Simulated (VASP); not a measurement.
# MnF2 (P4_2/mnm) in VASP: a series of runs

MnF2 is run at these levels: PBEsol+U; tasks: single point.

Program: VASP 6.6.1. These are calculated values, not measurements. Logs are shortened: lines on timing, memory, paths and dates and some standing lists are left out, and cuts for length are marked.

### Step 1. The cell of the first run

Symmetry: P4_2/mnm, No. 136, tetragonal system. The conventional cell has a = 4.873 Å, b = 4.873 Å, c = 3.310 Å, α = 90.00°, β = 90.00°, γ = 90.00°. Within 2.8 Å of Mn (site symmetry mmm) lie 6 F at 2.10 to 2.13 Å. Within 2.8 Å of F (site symmetry m2m) lie 3 Mn at 2.10 to 2.13 Å and 1 F at 2.69 Å.

### Step 2. Single point, PBEsol+U, collinear spin, ferromagnetic start

INCAR reads:

```
SYSTEM = MnF2
PREC = Accurate
ENCUT = 520
EDIFF = 1E-6
ISMEAR = 0
SIGMA = 0.05
LREAL = .FALSE.
LASPH = .TRUE.
NELM = 150
ALGO = Normal
ISIF = 2
LWAVE = .FALSE.
LCHARG = .FALSE.
ISPIN = 2
MAGMOM = 5 5 0 0 0 0
LORBIT = 11
LMAXMIX = 4
LDAU = .TRUE.
LDAUTYPE = 2
LDAUL = 2 -1
LDAUU = 3 0
LDAUJ = 0 0
LDAUPRINT = 1
GGA = PS
NBANDS = 40
```

KPOINTS reads:

```
Automatic mesh
0
G
  4 4 6
  0 0 0
```

POSCAR reads:

```
MnF2
1.0
    4.8733996600      0.0000000000      0.0000000000
    0.0000000000      4.8733996600      0.0000000000
    0.0000000000      0.0000000000      3.3098997700
Mn F
2 4
Direct
    0.0000000000      0.0000000000      0.0000000000
    0.5000000000      0.5000000000      0.5000000000
    0.3050000000      0.3050000000      0.0000000000
    0.1950000000      0.8050000000      0.5000000000
    0.6950000000      0.6950000000      0.0000000000
    0.8050000000      0.1950000000      0.5000000000
```

Potentials or basis: VASP PAW PBE potentials, release 64 (Mn_pv, F).

Command:

```bash
> cat potpaw_PBE.64/Mn_pv/POTCAR potpaw_PBE.64/F/POTCAR > POTCAR
> mpirun -np 1 vasp_std > vasp.out
```

OUTCAR:

```text
SYSTEM = MnF2
   PREC = Accurate
   ENCUT = 520
   EDIFF = 1E-6
   ISMEAR = 0
   LREAL = .FALSE.
   LASPH = .TRUE.
   NELM = 150
   ISIF = 2
   ISPIN = 2
   LORBIT = 11
   GGA = PS

 ion  position               nearest neighbor table
   1  0.000  0.000  0.000-   3 2.10   5 2.10   4 2.13   6 2.13   4 2.13   6 2.13
   2  0.500  0.500  0.500-   4 2.10   6 2.10   5 2.13   3 2.13   3 2.13   5 2.13
   3  0.305  0.305  0.000-   1 2.10   2 2.13   2 2.13
   4  0.195  0.805  0.500-   2 2.10   1 2.13   1 2.13
   5  0.695  0.695  0.000-   1 2.10   2 2.13   2 2.13
   6  0.805  0.195  0.500-   2 2.10   1 2.13   1 2.13

  LATTYP: Found a simple tetragonal cell.
 ALAT       =     4.8733996600
 C/A-ratio  =     0.6791767556

  Lattice vectors:

 A1 = (   4.8733996600,   0.0000000000,   0.0000000000)
 A2 = (   0.0000000000,   4.8733996600,   0.0000000000)
 A3 = (   0.0000000000,   0.0000000000,   3.3098997700)

Analysis of symmetry for initial positions (statically):
=====================================================================
 Subroutine PRICEL returns:
 Original cell was already a primitive cell.

 Routine SETGRP: Setting up the symmetry group for a
 simple tetragonal supercell.

 Subroutine GETGRP returns: Found 16 space group operations
 (whereof  8 operations were pure point group operations)
 out of a pool of 16 trial point group operations.

The static configuration has the point symmetry D_2h.
 The point group associated with its full space group is D_4h.

Analysis of symmetry for dynamics (positions and initial velocities):
=====================================================================
 Subroutine PRICEL returns:
 Original cell was already a primitive cell.

 Routine SETGRP: Setting up the symmetry group for a
 simple tetragonal supercell.

 Subroutine GETGRP returns: Found 16 space group operations
 (whereof  8 operations were pure point group operations)
 out of a pool of 16 trial point group operations.

The dynamic configuration has the point symmetry D_2h.
 The point group associated with its full space group is D_4h.

Analysis of structural, dynamic, and magnetic symmetry:
=====================================================================
 Subroutine PRICEL returns:
 Original cell was already a primitive cell.

 Routine SETGRP: Setting up the symmetry group for a
 simple tetragonal supercell.

 Subroutine GETGRP returns: Found 16 space group operations
 (whereof  8 operations were pure point group operations)
 out of a pool of 16 trial point group operations.

The overall configuration has the point symmetry D_2h.
 The point group associated with its full space group is D_4h.

 Subroutine INISYM returns: Found 16 space group operations
 (whereof  8 operations are pure point group operations),
 and found     1 'primitive' translations

----------------------------------------------------------------------------------------

                                     Primitive cell

  volume of cell :      78.6102

  direct lattice vectors                    reciprocal lattice vectors
     4.873399660  0.000000000  0.000000000     0.205195566  0.000000000  0.000000000
     0.000000000  4.873399660  0.000000000     0.000000000  0.205195566  0.000000000
     0.000000000  0.000000000  3.309899770     0.000000000  0.000000000  0.302123952

  length of vectors
     4.873399660  4.873399660  3.309899770     0.205195566  0.205195566  0.302123952

[... 155 lines left out ...]
  o =  0.0664  v =  0.0000  0.0000  0.0000  0.0000  0.0000 -0.8022 -0.0000  0.5970  0.0000 -0.0000      0.0000  0.0000  0.0000  0.0000  0.0000  0.0000  0.0000  0.0000  0.0000  0.0000
  o =  0.9417  v = -0.6108  0.0000 -0.7918  0.0000  0.0000  0.0000  0.0000  0.0000  0.0000  0.0000      0.0000  0.0000  0.0000  0.0000  0.0000  0.0000  0.0000  0.0000  0.0000  0.0000
  o =  0.9454  v =  0.0000 -0.0000  0.0000  0.0000  1.0000  0.0000  0.0000  0.0000  0.0000  0.0000      0.0000  0.0000  0.0000  0.0000  0.0000  0.0000  0.0000  0.0000  0.0000  0.0000
  o =  0.9455  v =  0.0000 -0.7071  0.0000 -0.7071 -0.0000  0.0000  0.0000  0.0000  0.0000  0.0000      0.0000  0.0000  0.0000  0.0000  0.0000  0.0000  0.0000  0.0000  0.0000  0.0000
  o =  0.9799  v =  0.0000 -0.7071  0.0000  0.7071 -0.0000  0.0000  0.0000  0.0000  0.0000  0.0000      0.0000  0.0000  0.0000  0.0000  0.0000  0.0000  0.0000  0.0000  0.0000  0.0000
  o =  0.9833  v = -0.7918  0.0000  0.6108  0.0000 -0.0000  0.0000  0.0000  0.0000  0.0000  0.0000      0.0000  0.0000  0.0000  0.0000  0.0000  0.0000  0.0000  0.0000  0.0000  0.0000

atom =   2  type =  1  l = 2

 onsite density matrix

spin component  1

  0.9678  0.0000  0.0201  0.0000  0.0000
  0.0000  0.9627  0.0000  0.0172  0.0000
  0.0201  0.0000  0.9572  0.0000  0.0000
  0.0000  0.0172  0.0000  0.9627  0.0000
  0.0000  0.0000  0.0000  0.0000  0.9454

spin component  2

  0.0471  0.0000  0.0259  0.0000 -0.0000
  0.0000  0.0386  0.0000  0.0228  0.0000
  0.0259  0.0000  0.0316  0.0000 -0.0000
  0.0000  0.0228  0.0000  0.0386  0.0000
 -0.0000  0.0000 -0.0000  0.0000  0.0146

 occupancies and eigenvectors

  o =  0.0123  v =  0.0000  0.0000  0.0000  0.0000  0.0000 -0.5970  0.0000  0.8022  0.0000  0.0000      0.0000  0.0000  0.0000  0.0000  0.0000  0.0000  0.0000  0.0000  0.0000  0.0000
  o =  0.0146  v =  0.0000  0.0000  0.0000  0.0000  0.0000 -0.0000 -0.0000  0.0000  0.0000 -1.0000      0.0000  0.0000  0.0000  0.0000  0.0000  0.0000  0.0000  0.0000  0.0000  0.0000
  o =  0.0158  v =  0.0000  0.0000  0.0000  0.0000  0.0000  0.0000  0.7071  0.0000 -0.7071 -0.0000      0.0000  0.0000  0.0000  0.0000  0.0000  0.0000  0.0000  0.0000  0.0000  0.0000
  o =  0.0615  v =  0.0000  0.0000  0.0000  0.0000  0.0000  0.0000  0.7071  0.0000  0.7071 -0.0000      0.0000  0.0000  0.0000  0.0000  0.0000  0.0000  0.0000  0.0000  0.0000  0.0000
  o =  0.0664  v =  0.0000  0.0000  0.0000  0.0000  0.0000 -0.8022  0.0000 -0.5970  0.0000  0.0000      0.0000  0.0000  0.0000  0.0000  0.0000  0.0000  0.0000  0.0000  0.0000  0.0000
  o =  0.9417  v = -0.6108  0.0000  0.7918  0.0000 -0.0000  0.0000  0.0000  0.0000  0.0000  0.0000      0.0000  0.0000  0.0000  0.0000  0.0000  0.0000  0.0000  0.0000  0.0000  0.0000
  o =  0.9454  v = -0.0000 -0.0000  0.0000  0.0000  1.0000  0.0000  0.0000  0.0000  0.0000  0.0000      0.0000  0.0000  0.0000  0.0000  0.0000  0.0000  0.0000  0.0000  0.0000  0.0000
  o =  0.9455  v =  0.0000  0.7071  0.0000 -0.7071  0.0000  0.0000  0.0000  0.0000  0.0000  0.0000      0.0000  0.0000  0.0000  0.0000  0.0000  0.0000  0.0000  0.0000  0.0000  0.0000
  o =  0.9799  v =  0.0000 -0.7071  0.0000 -0.7071 -0.0000  0.0000  0.0000  0.0000  0.0000  0.0000      0.0000  0.0000  0.0000  0.0000  0.0000  0.0000  0.0000  0.0000  0.0000  0.0000
  o =  0.9833  v = -0.7918  0.0000 -0.6108  0.0000 -0.0000  0.0000  0.0000  0.0000  0.0000  0.0000      0.0000  0.0000  0.0000  0.0000  0.0000  0.0000  0.0000  0.0000  0.0000  0.0000

 number of electron      54.0000033 magnetization      10.0000018

 Free energy of the ion-electron system (eV)
  ---------------------------------------------------
  ext. energy  EPLUGINS =         0.00000000
  ---------------------------------------------------
  free energy    TOTEN  =       -39.46062928 eV

  energy without entropy =      -39.46062928  energy(sigma->0) =      -39.46062928

 E-fermi :   2.5895     XC(G=0):  -9.9909

 val. band max:        2.3374741661   @ k =   0.0000   0.0000   0.0000
 cond. band min:       4.2743720736   @ k =   0.0000   0.0000   0.0000
 fundamental gap:      1.9368979075
 Fermi energy:         2.5894994230

 spin component 1

 k-point     1 :       0.0000    0.0000    0.0000
  band No.  band energies     occupation
      1     -46.7259      1.00000
      2     -46.7259      1.00000
      3     -46.6676      1.00000
      4     -46.6676      1.00000
      5     -46.6630      1.00000
      6     -46.6611      1.00000
[... 997 lines left out ...]
     38      11.8711      0.00000
     39      11.9610      0.00000
 Fermi energy:         2.5894994230

 spin component 2

 k-point     1 :       0.0000    0.0000    0.0000
  band No.  band energies     occupation
      1     -41.7554      1.00000
      2     -41.7554      1.00000
      3     -41.6888      1.00000
      4     -41.6888      1.00000
      5     -41.6807      1.00000
      6     -41.6779      1.00000
[... 997 lines left out ...]
     38      12.6193      0.00000
     39      12.9669      0.00000
 [bands above 39 left out]

------------------------ aborting loop because EDIFF is reached ----------------------------------------

  FORCE on cell =-STRESS in cart. coord.  units (eV):
  Direction    XX          YY          ZZ          XY          YZ          ZX
  --------------------------------------------------------------------------------------
  -------------------------------------------------------------------------------------
  Total        0.2084793      0.2084793      0.1085371     -0.0000000      0.0000000      0.0000000
  in kB        4.2490769      4.2490769      2.2121268     -0.0000000      0.0000000      0.0000000
  external PRESSURE =       3.5700935 kB  Pullay stress =       0.0000000 kB

 VOLUME and BASIS-vectors are now :
 -----------------------------------------------------------------------------
  energy-cutoff  :      520.00
  volume of cell :       78.61
      direct lattice vectors                 reciprocal lattice vectors
     4.873399660  0.000000000  0.000000000     0.205195566  0.000000000  0.000000000
     0.000000000  4.873399660  0.000000000     0.000000000  0.205195566  0.000000000
     0.000000000  0.000000000  3.309899770     0.000000000  0.000000000  0.302123952

 POSITION                                       TOTAL-FORCE (eV/Angst)
 -----------------------------------------------------------------------------------
      0.00000      0.00000      0.00000        -0.000000      0.000000      0.000000
      2.43670      2.43670      1.65495        -0.000000      0.000000      0.000000
      1.48639      1.48639      0.00000         0.006756      0.006756      0.000000
      0.95031      3.92309      1.65495        -0.006756      0.006756      0.000000
      3.38701      3.38701      0.00000        -0.006756     -0.006756      0.000000
      3.92309      0.95031      1.65495         0.006756     -0.006756      0.000000
 -----------------------------------------------------------------------------------
    total drift:                                0.000000      0.000000      0.000000

  FREE ENERGIE OF THE ION-ELECTRON SYSTEM (eV)
  ---------------------------------------------------
  free  energy   TOTEN  =       -39.4606292775 eV

  energy  without entropy=      -39.4606292775  energy(sigma->0) =      -39.46062928

 total charge

# of ion       s       p       d       tot
------------------------------------------
    1        0.168   6.151   4.947  11.267
    2        0.168   6.151   4.947  11.267
    3        1.731   4.361   0.000   6.092
    4        1.731   4.361   0.000   6.092
    5        1.731   4.361   0.000   6.092
    6        1.731   4.361   0.000   6.092
--------------------------------------------------
tot          7.261  29.746   9.895  46.902

 magnetization (x)

# of ion       s       p       d       tot
------------------------------------------
    1        0.024   0.023   4.616   4.662
    2        0.024   0.023   4.616   4.662
    3        0.007   0.054   0.000   0.061
    4        0.007   0.054   0.000   0.061
    5        0.007   0.054   0.000   0.061
    6        0.007   0.054   0.000   0.061
--------------------------------------------------
tot          0.075   0.262   9.231   9.569
```

Run time: 1.7 min. Hardware: 1 thread of Intel Xeon Platinum 8259CL at 2.50GHz (Skylake/Cascade Lake), shared host; peak memory 0.27 GiB.

What came out:

| Quantity | Value |
| --- | --- |
| Free energy | -39.4606 eV |
| Pressure | 0.4 GPa |
| Largest force | 0.010 eV/Å |
| Band gap on the k mesh | 1.94 eV |
| Net moment | 10.00 μB per cell |
| Site moments | Mn +4.66; F +0.06 μB |
| Valence electrons inside the program's atomic spheres | Mn 11.27; F 6.09 |

Forces on the atoms (eV/Å):
```
Mn   0.000  0.000  0.000
Mn   0.000  0.000  0.000
F    0.007  0.007  0.000
F   -0.007  0.007  0.000
F   -0.007 -0.007  0.000
F    0.007 -0.007  0.000
```

Stress tensor (GPa, compression positive):
```
0.42 0.00 0.00
0.00 0.42 0.00
0.00 0.00 0.22
```

Levels at points of the mesh, in eV from the valence-band top:
Spin up:
| k point | band 30 | band 31 | band 32 | band 33 | band 34 | band 35 |
| --- | --- | --- | --- | --- | --- | --- |
| (0.00, 0.00, 0.00) | -0.58 | -0.58 | 0.00 | 1.94 | 7.27 | 7.27 |
| (0.50, 0.00, 0.00) | -0.88 | -0.72 | -0.72 | 4.31 | 4.31 | 8.58 |
| (0.50, 0.50, 0.00) | -1.26 | -0.59 | -0.59 | 5.79 | 5.79 | 6.39 |
| (0.00, 0.00, 0.50) | -1.41 | -1.17 | -1.17 | 6.55 | 6.55 | 10.33 |
| (0.50, 0.00, 0.50) | -1.81 | -0.31 | -0.31 | 7.66 | 7.66 | 7.76 |
| (0.50, 0.50, 0.50) | -1.43 | -0.92 | -0.92 | 7.61 | 7.61 | 8.70 |
Spin down:
| k point | band 20 | band 21 | band 22 | band 23 | band 24 | band 25 |
| --- | --- | --- | --- | --- | --- | --- |
| (0.00, 0.00, 0.00) | -3.66 | -3.66 | -3.36 | 2.85 | 3.86 | 4.28 |
| (0.50, 0.00, 0.00) | -4.42 | -3.69 | -3.69 | 4.06 | 4.06 | 4.63 |
| (0.50, 0.50, 0.00) | -4.12 | -4.00 | -4.00 | 3.97 | 3.97 | 4.54 |
| (0.00, 0.00, 0.50) | -4.28 | -4.05 | -4.05 | 4.39 | 4.39 | 4.41 |
| (0.50, 0.00, 0.50) | -4.09 | -3.87 | -3.87 | 4.08 | 4.08 | 4.49 |
| (0.50, 0.50, 0.50) | -3.84 | -3.77 | -3.77 | 4.40 | 4.40 | 4.41 |

Eigenvalues of the final occupation matrices:
| site | spin | trace | eigenvalues |
| --- | --- | --- | --- |
| site 1 d | 1 | 4.80 | 0.94 0.95 0.95 0.98 0.98 |
| site 1 d | 2 | 0.17 | 0.01 0.01 0.02 0.06 0.07 |
| site 2 d | 1 | 4.80 | 0.94 0.95 0.95 0.98 0.98 |
| site 2 d | 2 | 0.17 | 0.01 0.01 0.02 0.06 0.07 |

Caveat: the PAW data sets were made with another functional, which shifts forces and pressure a little; the run started ferromagnetic, and an antiferromagnetic order may lie lower in energy. The state reached can hang on the start; a lower one may exist.

### Step 3. Single point, PBEsol+U, collinear spin, ferromagnetic start

INCAR reads:

```
SYSTEM = MnF2
PREC = Accurate ; ENCUT = 520
EDIFF = 1E-6 ; ISMEAR = 0
SIGMA = 0.05 ; LREAL = .False.
LASPH = .True. ; NELM = 150
ALGO = Normal ; ISIF = 2
LWAVE = .False. ; LCHARG = .False.
ISPIN = 2 ; MAGMOM = 4.64 4.64 0.08 0.08 0.08 0.08
LORBIT = 11 ; LMAXMIX = 4
LDAU = .True. ; LDAUTYPE = 2
LDAUL = 2 -1 ; LDAUU = 3 0
LDAUJ = 0 0 ; LDAUPRINT = 1
GGA = PS ; NBANDS = 40
```

KPOINTS reads:

```
regular mesh
0
Gamma
  4 4 6
  0 0 0
```

POSCAR is that of step 2.

Potentials or basis: VASP PAW PBE potentials, release 64 (Mn_pv, F).

Command:

```bash
> cat potpaw_PBE.64/Mn_pv/POTCAR potpaw_PBE.64/F/POTCAR > POTCAR
> mpirun -np 1 vasp_std > vasp.out
```

Wall time 1.8 min (1 thread of Intel Xeon Platinum 8259CL at 2.50GHz (Skylake/Cascade Lake), shared host); peak memory 0.27 GiB.

The run converged. Its results:

| Item | Value |
| --- | --- |
| Free energy | -39.4606 eV |
| Pressure | 0.4 GPa |
| Largest force | 0.010 eV/Å |
| Band gap on the k mesh | 1.94 eV |
| Net moment | 10.00 μB per cell |
| Site moments | Mn +4.66; F +0.06 μB |
| Valence electrons inside the program's atomic spheres | Mn 11.27; F 6.09 |

Forces in eV/Å, atoms in the order of the input:
```
Mn   0.000  0.000  0.000
Mn   0.000  0.000  0.000
F    0.007  0.007  0.000
F   -0.007  0.007  0.000
F   -0.007 -0.007  0.000
F    0.007 -0.007  0.000
```

Stress tensor (GPa, compression positive):
```
0.43 0.00 0.00
0.00 0.43 0.00
0.00 0.00 0.22
```

Levels at points of the mesh, in eV from the valence-band top:
Spin up:
| k point | band 30 | band 31 | band 32 | band 33 | band 34 | band 35 |
| --- | --- | --- | --- | --- | --- | --- |
| (0.00, 0.00, 0.00) | -0.58 | -0.58 | 0.00 | 1.94 | 7.27 | 7.27 |
| (0.50, 0.00, 0.00) | -0.88 | -0.72 | -0.72 | 4.31 | 4.31 | 8.58 |
| (0.50, 0.50, 0.00) | -1.26 | -0.59 | -0.59 | 5.79 | 5.79 | 6.39 |
| (0.00, 0.00, 0.50) | -1.41 | -1.17 | -1.17 | 6.55 | 6.55 | 10.33 |
| (0.50, 0.00, 0.50) | -1.81 | -0.31 | -0.31 | 7.66 | 7.66 | 7.76 |
| (0.50, 0.50, 0.50) | -1.43 | -0.92 | -0.92 | 7.61 | 7.61 | 8.70 |
Spin down:
```csv
k point,band 18,band 19,band 20,band 21,band 22,band 23,band 24,band 25,band 26,band 27
"(0.00, 0.00, 0.00)",-4.82,-4.06,-3.66,-3.66,-3.36,2.85,3.86,4.28,4.46,4.52
"(0.50, 0.00, 0.00)",-4.64,-4.42,-4.42,-3.69,-3.69,4.06,4.06,4.63,4.63,4.64
"(0.50, 0.50, 0.00)",-4.50,-4.12,-4.12,-4.00,-4.00,3.97,3.97,4.54,4.54,4.66
"(0.00, 0.00, 0.50)",-4.67,-4.28,-4.28,-4.05,-4.05,4.39,4.39,4.41,4.41,4.52
"(0.50, 0.00, 0.50)",-4.85,-4.09,-4.09,-3.87,-3.87,4.08,4.08,4.49,4.49,4.82
"(0.50, 0.50, 0.50)",-4.64,-3.84,-3.84,-3.77,-3.77,4.40,4.40,4.41,4.41,4.68
```

Eigenvalues of the final occupation matrices:
```
    site  spin  trace               eigenvalues
site 1 d     1   4.80  0.94 0.95 0.95 0.98 0.98
site 1 d     2   0.17  0.01 0.01 0.02 0.06 0.07
site 2 d     1   4.80  0.94 0.95 0.95 0.98 0.98
site 2 d     2   0.17  0.01 0.01 0.02 0.06 0.07
```

Caveat: the PAW data sets were made with another functional, which shifts forces and pressure a little; the run started ferromagnetic, and an antiferromagnetic order may lie lower in energy.

(Part 1 of 2 ends here.)
